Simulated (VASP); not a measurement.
Set up this calculation in VASP 6.6.1, as the native input.

| Quantity | Value |
| --- | --- |
| Task | single point |
| Functional | PBE |
| Potentials or basis | VASP PAW PBE potentials, release 64 (Cd, Pb_d, O) |
| Cutoff | 520 eV |
| k mesh | 12 × 12 × 6 |
| Occupations | gaussian, width 0.02 eV |
| Spin | no spin polarisation |
| Dipole correction | no |
| Further INCAR settings | ALGO = Normal; EDIFF = 1e-06; NBANDS = 27 |

The structure of CdPbO2 lies in POSCAR:

```
CdPbO2
1.0
    3.4623707442      0.0000000000      0.0000000000
   -1.7311853721      2.9985010218      0.0000000000
    0.0000000000      0.0000000000      6.1525432448
Cd Pb O
1 1 2
Direct
    0.0000000000      0.0000000000      0.5000000000
    0.0000000000      0.0000000000      0.0000000000
    0.3333333333      0.6666666667      0.2778650703
    0.6666666667      0.3333333333      0.7221349297
```

One way to write it, as run:

INCAR

```
SYSTEM = CdPbO2
ALGO = Normal ; EDIFF = 1E-6
ENCUT = 520 ; GGA = PE
ISIF = 2 ; ISMEAR = 0
LASPH = .True. ; LCHARG = .False.
LREAL = .False. ; LWAVE = .False.
NBANDS = 27 ; NELM = 60
PREC = Accurate ; SIGMA = 0.02
```

KPOINTS

```
k-points
0
Gamma
  12 12 6
  0 0 0
```

Potentials or basis: VASP PAW PBE potentials, release 64 (Cd, Pb_d, O).

The run is started by

```sh
$ cat potpaw_PBE.64/Cd/POTCAR potpaw_PBE.64/Pb_d/POTCAR potpaw_PBE.64/O/POTCAR > POTCAR
$ mpirun -np 1 vasp_std > vasp.out
```

It gave:

| Item | Value |
| --- | --- |
| Pressure | 0.4 GPa |
| Largest force | 0.050 eV/Å |
| Band gap on the k mesh | 0.26 eV, indirect (least direct gap 0.75 eV) |

Caveat: spin-orbit coupling is left out, which moves the levels of the heavy elements.

Wall time 97 s on 1 thread of AMD EPYC 9R45 96-Core Processor (Zen 5), on a shared host, peak memory 0.28 GiB.
